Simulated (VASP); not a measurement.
Write the native input for VASP 6.6.1 that does the following.

```yaml
Task: single point
Functional: PBE
Dispersion: D3(BJ)
Potentials_or_basis: VASP PAW PBE potentials, release 64 (Pt, F, H)
Cutoff: 520 eV
k_mesh: 4 × 4 × 1
Occupations: gaussian, width 0.15 eV
Spin: no spin polarisation
Dipole_correction: no
Further_INCAR_settings: ALGO = Normal; EDIFF = 1e-06; NBANDS = 77
```

The structure of HPt12F lies in POSCAR:

```
HPt12F
1.0
    5.5437170000      0.0000000000      0.0000000000
    2.7718590000      4.8010000000      0.0000000000
    0.0000000000      0.0000000000     16.5264260000
Pt F H
12 1 1
Direct
    0.1666665718      0.1666667361      0.0605091506
    0.6666666620      0.1666667361      0.0605091506
    0.1666666620      0.6666667361      0.0605091506
    0.6666665718      0.6666667361      0.0605091506
   -0.1684819324      0.3338579463      0.2001482958
    0.3315598027      0.3340535305      0.2003809535
   -0.1685162829      0.8339358467      0.2002658651
    0.3317848134      0.8339918767      0.2002286520
   -0.0038640888      0.0030897730      0.3396644259
    0.4967394270      0.0015946678      0.3401775435
   -0.0031396501      0.5015115601      0.3401322222
    0.4970091803      0.5016069569      0.3400795187
    1.0953110312      0.7781718392      0.5193687371
    1.1401200865      0.6538279525      0.4754731604
```

These files were run (other wordings do the same):

INCAR

```
SYSTEM = HPt12F
PREC = Accurate ; ENCUT = 520
EDIFF = 1E-6 ; ISMEAR = 0
SIGMA = 0.15 ; LREAL = .FALSE.
LASPH = .TRUE. ; NELM = 60
ALGO = Normal ; ISIF = 2
LWAVE = .FALSE. ; LCHARG = .FALSE.
GGA = PE ; IVDW = 12
NBANDS = 77
```

KPOINTS

```
regular mesh
0
G
  4 4 1
  0 0 0
```

Potentials or basis: VASP PAW PBE potentials, release 64 (Pt, F, H).

Run with:

```console
$ cat potpaw_PBE.64/Pt/POTCAR potpaw_PBE.64/F/POTCAR potpaw_PBE.64/H/POTCAR > POTCAR
$ mpirun -np 1 vasp_std > vasp.out
```

Results of the run:

```json
{
  "Largest force": "0.299 eV/Å",
  "Band gap on the k mesh": "zero (bands 64 and 65 overlap by 0.68 eV)",
  "Dispersion energy per atom": "-0.451 eV"
}
```

Caveat: there is no dipole correction, which matters where the two faces differ; spin-orbit coupling is left out, which moves the levels of the heavy elements.

Wall time 34 min on 1 thread of Intel Xeon 8259CL, with other jobs on the host, peak memory 0.69 GiB.
